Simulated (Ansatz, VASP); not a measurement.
# Co3Sn2 in VASP and in Ansatz

File INCAR:

```
SYSTEM = Co3Sn2
PREC = Accurate
ENCUT = 600
EDIFF = 1E-6
ISMEAR = 0
SIGMA = 0.15
LREAL = .FALSE.
LASPH = .TRUE.
NELM = 200
ALGO = Normal
ISIF = 2
LWAVE = .FALSE.
LCHARG = .FALSE.
ISPIN = 2
MAGMOM = 1.13 1.13 0.49 0 0
LORBIT = 11
LMAXMIX = 4
GGA = PS
NBANDS = 40
GGA_COMPAT = .FALSE.
KPAR = 4
```

KPOINTS

```
Automatic mesh
0
G
  12 12 10
  0 0 0
```

File POSCAR:

```
Co3Sn2
1.0
    4.1631419987      0.0000000000      0.0000000000
   -2.0815709994      3.6053867305      0.0000000000
    0.0000000000      0.0000000000      4.9931273390
Co Sn
3 2
Direct
    0.0000000000      0.0000000000      0.7461013601
    0.0000000000      0.0000000000      0.2538986399
    0.6666666667      0.3333333333      0.0000000000
    0.6666666667      0.3333333333      0.5000000000
    0.3333333333      0.6666666667      0.0000000000
```

Input for Ansatz:

```yaml
crystal:
  lattice:
    - [4.1631419987, 0.0, 0.0]
    - [-2.0815709994, 3.6053867305, 0.0]
    - [0.0, 0.0, 4.993127339]
  atoms:
    - { symbol: Co, position: [0.0, 0.0, 0.7461013601], spin: 1.13 }
    - { symbol: Co, position: [0.0, 0.0, 0.2538986399], spin: 1.13 }
    - { symbol: Co, position: [0.6666666667, 0.3333333333, 0.0], spin: 0.49 }
    - { symbol: Sn, position: [0.6666666667, 0.3333333333, 0.5] }
    - { symbol: Sn, position: [0.3333333333, 0.6666666667, 0.0] }
basis:
  ecutwfc: 420
kpoints:
  mp_grid: { grid: [12, 12, 10] }
hamiltonian:
  xc: pbesol
scf:
  occupations: { method: gaussian, width: 0.15 }
output:
  forces: true
  stress: true
  eigenvalues: true
  populations: true
  write_density: true
  write_potential: true
  elf: true
  volumetric_format: npy
magnetization:
  spin_polarized: true
```

Alike in both runs: task single point; functional PBEsol; k mesh 12 × 12 × 10; occupations gaussian, width 0.15 eV; collinear spin.

```csv
,VASP,Ansatz
version,VASP 6.6.1,Ansatz 0.2.0
potentials or method,"VASP PAW PBE potentials, release 64 (Co, Sn_d), cutoff 600 eV","scalar-relativistic, plane waves, PAW"
valence electrons in the cell,55,79
```

Ansatz gave:

```
gap on the k mesh at the Fermi level (eV)                     : none
pressure (GPa)                                                : 0.1
traceless stress, the component that is largest in VASP (GPa) : -0.07
net moment per atom (μB)                                      : 0.48
size of the moment on the site where the two differ most (μB) : 0.02
```

Estimate VASP's values.

gap on the k mesh at the Fermi level (eV): none; pressure (GPa): 0.0; traceless stress, the component that is largest in VASP (GPa): 0.01; net moment per atom (μB): 0.47; size of the moment on the site where the two differ most (μB): 0.05.

VASP's potentials were made for PBE, not for PBEsol. Site moments also hang on the region over which each program counts them. A gap of «none» marks a metal or a gap that the smearing closes. With one functional, cell and mesh, what is left measures potentials, basis and numerics. VASP's potentials hold 55 valence electrons a cell and Ansatz's 79, so a difference there can come from the potentials and not from the codes.
